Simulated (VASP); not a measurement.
# Zn11AgS12 (a cell with a defect) in VASP: single point with PBE

Aim: the single point of Zn11AgS12 (a cell with a defect) with PBE.

All numbers are computed with VASP 6.6.1; they aren't measurements. Logs are shortened: lines on timing, memory, paths and dates and some standing lists are left out, and cuts for length are marked.

## Step 1: The cell of the first run

The cell holds a defect, 24 atoms: a = 6.621 Å, b = 6.621 Å, c = 12.520 Å, α = 90.00°, β = 90.00°, γ = 120.00°.

## Step 2: Single point, PBE

Contents of INCAR:

```
SYSTEM = Zn11AgS12
PREC     = Accurate       ! precision mode
ENCUT    = 520            ! plane-wave cutoff, eV
EDIFF    = 1E-7           ! SCF threshold, eV
ISMEAR   = -1             ! smearing method
SIGMA    = 0.01           ! smearing width, eV
LREAL    = Auto         
LASPH    = .TRUE.         ! aspherical terms in the spheres
NELM     = 80             ! most SCF steps
ALGO     = Normal         ! electronic algorithm
ISIF     = 2              ! what is computed and relaxed
LWAVE    = .FALSE.        ! write WAVECAR
LCHARG   = .FALSE.        ! write CHGCAR
GGA      = PE             ! functional
NELECT   = 216.0        
NBANDS   = 126            ! bands
```

Contents of KPOINTS:

```
Automatic mesh
0
G
  3 3 2
  0 0 0
```

Contents of POSCAR:

```
Zn11AgS12
1.0
    5.7340500000      3.3105553110      0.0000000000
   -5.7340500000      3.3105553110      0.0000000000
    0.0000000000      0.0000000000     12.5200000000
Zn Ag S
11 1 12
Direct
   -0.0038776643     -0.0038776643      0.0019257937
    0.3333333333      0.6705443309      0.0019257937
    0.6705443309      0.3333333333      0.0019257937
   -0.0009926993     -0.0009926993      0.4998751269
    0.3333333333      0.6676593659      0.4998751269
    0.6676593659      0.3333333333      0.4998751269
    0.6666666667      0.0000000000      0.2461186382
    0.0000000000      0.6666666667      0.2461186382
    0.3333333333      1.0027146794      0.7508379017
    0.6639519873      0.6639519873      0.7508379017
    0.0027146794      0.3333333333      0.7508379017
    0.3333333333      0.3333333333      0.2515448535
   -0.0181201011     -0.0181201011      0.1837141289
    0.3333333333      0.6847867677      0.1837141289
    0.6847867677      0.3333333333      0.1837141289
   -0.0032990169     -0.0032990169      0.6882277816
    0.3333333333      0.6699656835      0.6882277816
    0.6699656835      0.3333333333      0.6882277816
    0.3333333333      0.3333333333      0.4506915172
    0.6666666667      0.0000000000      0.4367481418
    0.0000000000      0.6666666667      0.4367481418
    0.3333333333      1.0035282758      0.9360959569
    0.6631383908      0.6631383908      0.9360959569
    0.0035282758      0.3333333333      0.9360959569
```

Potentials or basis: VASP PAW PBE potentials, release 64 (Zn, Ag, S).

Started as:

```console
> cat potpaw_PBE.64/Zn/POTCAR potpaw_PBE.64/Ag/POTCAR potpaw_PBE.64/S/POTCAR > POTCAR
> mpirun -np 1 vasp_std > vasp.out
```

OUTCAR:

```text
SYSTEM = Zn11AgS12
   PREC = Accurate
   ENCUT = 520
   EDIFF = 1E-7
   ISMEAR = -1
   LREAL = Auto
   LASPH = .TRUE.
   NELM = 80
   ISIF = 2
   GGA = PE
   NELECT = 216.0

 ion  position               nearest neighbor table
   1  0.996  0.996  0.002-  13 2.28  23 2.35  22 2.36  24 2.36
   2  0.333  0.671  0.002-  14 2.28  22 2.35  24 2.36  23 2.36
   3  0.671  0.333  0.002-  15 2.28  24 2.35  22 2.36  23 2.36
   4  0.999  0.999  0.500-  19 2.30  20 2.34  21 2.34  16 2.36
   5  0.333  0.668  0.500-  19 2.30  21 2.34  20 2.34  17 2.36
   6  0.668  0.333  0.500-  19 2.30  20 2.34  21 2.34  18 2.36
[... 16 lines left out ...]
  23  0.663  0.663  0.936-  10 2.32   1 2.35   3 2.36   2 2.36
  24  0.004  0.333  0.936-  11 2.32   3 2.35   2 2.36   1 2.36

  LATTYP: Found a hexagonal cell.
 ALAT       =     6.6211106221
 C/A-ratio  =     1.8909214352

  Lattice vectors:

 A1 = (   5.7340500000,   3.3105553110,   0.0000000000)
 A2 = (  -5.7340500000,   3.3105553110,   0.0000000000)
 A3 = (   0.0000000000,   0.0000000000,  12.5200000000)

Analysis of symmetry for initial positions (statically):
=====================================================================
 Subroutine PRICEL returns:
 Original cell was already a primitive cell.

 Routine SETGRP: Setting up the symmetry group for a
 hexagonal supercell.

 Subroutine GETGRP returns: Found  6 space group operations
 (whereof  2 operations were pure point group operations)
 out of a pool of 24 trial point group operations.

The static configuration has the point symmetry C_1h.
 The point group associated with its full space group is C_3v.

Analysis of symmetry for dynamics (positions and initial velocities):
=====================================================================
 Subroutine PRICEL returns:
 Original cell was already a primitive cell.

 Routine SETGRP: Setting up the symmetry group for a
 hexagonal supercell.

 Subroutine GETGRP returns: Found  6 space group operations
 (whereof  2 operations were pure point group operations)
 out of a pool of 24 trial point group operations.

The dynamic configuration has the point symmetry C_1h.
 The point group associated with its full space group is C_3v.

 Subroutine INISYM returns: Found  6 space group operations
 (whereof  2 operations are pure point group operations),
 and found     1 'primitive' translations

----------------------------------------------------------------------------------------

                                     Primitive cell

  volume of cell :     475.3316

  direct lattice vectors                    reciprocal lattice vectors
     5.734050000  3.310555311  0.000000000     0.087198403  0.151032064  0.000000000
    -5.734050000  3.310555311  0.000000000    -0.087198403  0.151032064  0.000000000
     0.000000000  0.000000000 12.520000000     0.000000000  0.000000000  0.079872204

  length of vectors
     6.621110622  6.621110622 12.520000000     0.174396805  0.174396805  0.079872204

  position of ions in fractional coordinates (direct lattice)
     0.996122336  0.996122336  0.001925794
     0.333333333  0.670544331  0.001925794
     0.670544331  0.333333333  0.001925794
     0.999007301  0.999007301  0.499875127
     0.333333333  0.667659366  0.499875127
     0.667659366  0.333333333  0.499875127
[... 16 lines left out ...]
     0.663138391  0.663138391  0.936095957
     0.003528276  0.333333333  0.936095957

  ion indices of the primitive-cell ions
   primitive index   ion index
                 1           1
                 2           2
                 3           3
                 4           4
                 5           5
                 6           6
[... 16 lines left out ...]
                23          23
                24          24

----------------------------------------------------------------------------------------

 KPOINTS: Automatic mesh

Automatic generation of k-mesh.
 Grid dimensions read from file:
 generate k-points for:    3    3    2

 Generating k-lattice:

  Cartesian coordinates                     Fractional coordinates (reciprocal lattice)
     0.029066134  0.050344021  0.000000000     0.333333333  0.000000000  0.000000000
    -0.029066134  0.050344021  0.000000000     0.000000000  0.333333333  0.000000000
     0.000000000  0.000000000  0.039936102     0.000000000  0.000000000  0.500000000

  Length of vectors
     0.058132268  0.058132268  0.039936102

  Shift w.r.t. Gamma in fractional coordinates (k-lattice)
     0.000000000  0.000000000  0.000000000

 Subroutine IBZKPT returns following result:
 ===========================================

 Found      6 irreducible k-points:

 Following reciprocal coordinates:
            Coordinates               Weight
  0.000000  0.000000  0.000000      1.000000
  0.333333  0.000000  0.000000      6.000000
  0.333333  0.333333  0.000000      2.000000
  0.000000  0.000000  0.500000      1.000000
  0.333333  0.000000  0.500000      6.000000
  0.333333  0.333333  0.500000      2.000000
   k-points           NKPTS =      6   k-points in BZ     NKDIM =      6   number of bands    NBANDS=    126
   number of dos      NEDOS =    301   number of ions     NIONS =     24
   total plane-waves  NPLWV = 240000
   dimension x,y,z NGX =    50 NGY =   50 NGZ =   96
   dimension x,y,z NGXF=   100 NGYF=  100 NGZF=  192
   ions per type =              11   1  12
   NGX,Y,Z   is equivalent  to a cutoff of  12.55, 12.55, 12.75 a.u.
   NGXF,Y,Z  is equivalent  to a cutoff of  25.11, 25.11, 25.49 a.u.
 SYSTEM =  Zn11AgS12
   PREC   = accura    normal or accurate (medium, high low for compatibility)
   ISTART =      0    job   : 0-new  1-cont  2-samecut
   ICHARG =      2    charge: 1-file 2-atom 10-const
   ISPIN  =      1    spin polarized calculation?
   LNONCOLLINEAR =      F non collinear calculations
   LSORBIT =      F    spin-orbit coupling
   LASPH  =      T    aspherical Exc in radial PAW
   ENCUT  =  520.0 eV  38.22 Ry    6.18 a.u.  12.31 12.31 23.28*2*pi/ulx,y,z
   NELM   =     80;   NELMIN=  2; NELMDL= -5     # of ELM steps
   EDIFF  = 0.1E-06   stopping-criterion for ELM
   LREAL  =      T    real-space projection
   EDIFFG = 0.1E-05   stopping-criterion for IOM
   NSW    =      0    number of steps for IOM
   IBRION =     -1    ionic relax: 0-MD 1-quasi-New 2-CG
   NFREE  =      0    steps in history (QN), initial steepest desc. (CG)
   ISIF   =      2    stress and relaxation
   ISYM   =      2    0-nonsym 1-usesym 2-fastsym
   POTIM  = 0.5000    time-step for ionic-motion
   TEBEG  =    0.0;   TEEND  =   0.0 temperature during run
   PSTRESS=    0.0 pullay stress
   NELECT =     216.0000    total number of electrons
   NUPDOWN=      -1.0000    fix difference up-down
   EMIN   =  10.00;   EMAX   =-10.00  energy-range for DOS
   EFERMI =   0.00;   METHOD = LEGACY
   ISMEAR =    -1;   SIGMA  =   0.01  broadening in eV -4-tet -1-fermi 0-gaus
   EFERMI_NEDOS =   21; number of points for ismear=-14 and -15
   IALGO  =     38    algorithm
   IMIX   =      4    mixing-type and parameters
     AMIX     =   0.40;   BMIX     =  1.00
     AMIX_MAG =   1.60;   BMIX_MAG =  1.00
  volume/ion in A,a.u.               =      19.81       133.65
  Fermi-wavevector in a.u.,A,eV,Ry     =   1.258618  2.378443 21.553244  1.584119
  Thomas-Fermi vector in A             =   2.392218
   LORBIT       =      0    0 simple, 1 ext, 2 COOP (PROOUT), +10 PAW based schemes
   GGA     = PE    functional components
   LHFCALC =     F    Hartree Fock is set to
   AEXX    =    0.0000 exact exchange contribution
   IVDW    =     0    specifies the selected vdW correction
   LEPSILON=     F    determine dielectric tensor
   LRPA    =     F    only Hartree local field effects (RPA)
 non-spin polarized calculation
  energy-cutoff  :      520.00
  volume of cell :      475.33
 maximum number of plane-waves:     12850
 NGX is ok and might be reduce to    50
   NGX = 25   NGY = 25   NGZ = 47

 number of electron     215.9999995 magnetization

 Free energy of the ion-electron system (eV)
  ---------------------------------------------------
  ext. energy  EPLUGINS =         0.00000000
  ---------------------------------------------------
  free energy    TOTEN  =       -78.74428850 eV

  energy without entropy =      -78.74428850  energy(sigma->0) =      -78.74428850

 E-fermi :   3.3162     XC(G=0):  -9.7042

 val. band max:        3.0615859698   @ k =   0.0000   0.0000   0.0000
 cond. band min:       4.4418018418   @ k =   0.0000   0.0000   0.0000
 fundamental gap:      1.3802158719
 Fermi energy:         3.3161905107

 k-point     1 :       0.0000    0.0000    0.0000
  band No.  band energies     occupation
      1     -10.9478      2.00000
      2     -10.4928      2.00000
      3     -10.3537      2.00000
      4      -9.9344      2.00000
      5      -9.9344      2.00000
      6      -9.8149      2.00000
[... 112 lines left out ...]
    119       7.4250      0.00000
    120       7.8518      0.00000

 k-point     2 :       0.3333    0.0000    0.0000
  band No.  band energies     occupation
      1     -10.7156      2.00000
      2     -10.3018      2.00000
      3     -10.2144      2.00000
      4     -10.1730      2.00000
      5     -10.0504      2.00000
      6      -9.9300      2.00000
[... 112 lines left out ...]
    119       7.4082      0.00000
    120       7.6832      0.00000

 k-point     3 :       0.3333    0.3333    0.0000
  band No.  band energies     occupation
      1     -10.3610      2.00000
      2     -10.3610      2.00000
      3     -10.3377      2.00000
      4     -10.0353      2.00000
      5     -10.0353      2.00000
      6     -10.0159      2.00000
[... 112 lines left out ...]
    119       6.9001      0.00000
    120       6.9314      0.00000

 k-point     4 :       0.0000    0.0000    0.5000
  band No.  band energies     occupation
      1     -10.9200      2.00000
      2     -10.6242      2.00000
      3     -10.1994      2.00000
      4      -9.9343      2.00000
      5      -9.9343      2.00000
      6      -9.8684      2.00000
[... 112 lines left out ...]
    119       7.6554      0.00000
    120       7.6554      0.00000

 k-point     5 :       0.3333    0.0000    0.5000
  band No.  band energies     occupation
      1     -10.6926      2.00000
      2     -10.4123      2.00000
      3     -10.2003      2.00000
      4     -10.0609      2.00000
      5     -10.0479      2.00000
      6      -9.9626      2.00000
[... 112 lines left out ...]
    119       7.2252      0.00000
    120       7.3167      0.00000

 k-point     6 :       0.3333    0.3333    0.5000
  band No.  band energies     occupation
      1     -10.3441      2.00000
      2     -10.3441      2.00000
      3     -10.3322      2.00000
      4     -10.1178      2.00000
      5     -10.1178      2.00000
      6     -10.0342      2.00000
[... 112 lines left out ...]
    119       6.8885      0.00000
    120       6.9366      0.00000
 [bands above 120 left out]

------------------------ aborting loop because EDIFF is reached ----------------------------------------

  FORCE on cell =-STRESS in cart. coord.  units (eV):
  Direction    XX          YY          ZZ          XY          YZ          ZX
  --------------------------------------------------------------------------------------
  -------------------------------------------------------------------------------------
  Total       16.6440567     16.6440567     16.5282745     -0.0000000      0.0000000      0.0000000
  in kB       56.1013253     56.1013253     55.7110636     -0.0000000      0.0000000      0.0000000
  external PRESSURE =      55.9712380 kB  Pullay stress =       0.0000000 kB

 VOLUME and BASIS-vectors are now :
 -----------------------------------------------------------------------------
  energy-cutoff  :      520.00
  volume of cell :      475.33
      direct lattice vectors                 reciprocal lattice vectors
     5.734050000  3.310555311  0.000000000     0.087198403  0.151032064  0.000000000
    -5.734050000  3.310555311  0.000000000    -0.087198403  0.151032064  0.000000000
     0.000000000  0.000000000 12.520000000     0.000000000  0.000000000  0.079872204

 POSITION                                       TOTAL-FORCE (eV/Angst)
 -----------------------------------------------------------------------------------
      0.00000      6.59544      0.02411         0.000000      0.011089     -0.000935
     -1.93358      3.32339      0.02411         0.009603     -0.005544     -0.000935
      1.93358      3.32339      0.02411        -0.009603     -0.005544     -0.000935
      0.00000      6.61454      6.25844         0.000000     -0.004334     -0.004451
     -1.91704      3.31384      6.25844        -0.003753      0.002167     -0.004451
      1.91704      3.31384      6.25844         0.003753      0.002167     -0.004451
[... 16 lines left out ...]
      0.00000      4.39071     11.71992         0.000000     -0.005418      0.006671
     -1.89112      1.11520     11.71992         0.004692      0.002709      0.006671
 -----------------------------------------------------------------------------------
    total drift:                                0.000000     -0.000366     -0.001845

  FREE ENERGIE OF THE ION-ELECTRON SYSTEM (eV)
  ---------------------------------------------------
  free  energy   TOTEN  =       -78.7442884961 eV

  energy  without entropy=      -78.7442884961  energy(sigma->0) =      -78.74428850
```

It took 9 min on 1 thread of Intel Xeon Platinum 8488C (Sapphire Rapids), shared host; peak memory 0.64 GiB.

Results:

| Item | Value |
| --- | --- |
| Free energy | -78.7443 eV |
| Largest force | 0.019 eV/Å |

Forces in eV/Å, atoms in the order of the input:
```
Zn   0.000  0.011 -0.001
Zn   0.010 -0.006 -0.001
Zn  -0.010 -0.006 -0.001
Zn   0.000 -0.004 -0.004
Zn  -0.004  0.002 -0.004
Zn   0.004  0.002 -0.004
Zn   0.000  0.000 -0.008
Zn   0.000  0.000 -0.008
Zn  -0.002  0.001 -0.002
Zn   0.000 -0.003 -0.002
Zn   0.002  0.001 -0.002
Ag   0.000  0.000  0.007
S    0.000  0.016  0.011
S    0.014 -0.008  0.011
S   -0.014 -0.008  0.011
S    0.000 -0.003 -0.001
S   -0.003  0.002 -0.001
S    0.003  0.002 -0.001
S    0.000  0.000 -0.018
S    0.000  0.000 -0.001
S    0.000  0.000 -0.001
S   -0.005  0.003  0.007
S    0.000 -0.005  0.007
S    0.005  0.003  0.007
```

Levels at points of the mesh, in eV from the Fermi level:
| k point | band 104 | band 105 | band 106 | band 107 | band 108 | band 109 | band 110 | band 111 | band 112 | band 113 |
| --- | --- | --- | --- | --- | --- | --- | --- | --- | --- | --- |
| (0.00, 0.00, 0.00) | -1.33 | -1.33 | -0.70 | -0.25 | -0.25 | 1.13 | 2.04 | 2.43 | 3.06 | 3.52 |
| (0.00, 0.00, 0.50) | -1.28 | -1.28 | -1.17 | -0.26 | -0.26 | 1.82 | 2.03 | 2.12 | 2.93 | 3.18 |

Caveat: the cell carries a net charge on a neutralising background, which shifts energy and pressure; the cell is charged against a uniform background, so pressure and absolute levels hang on convention.
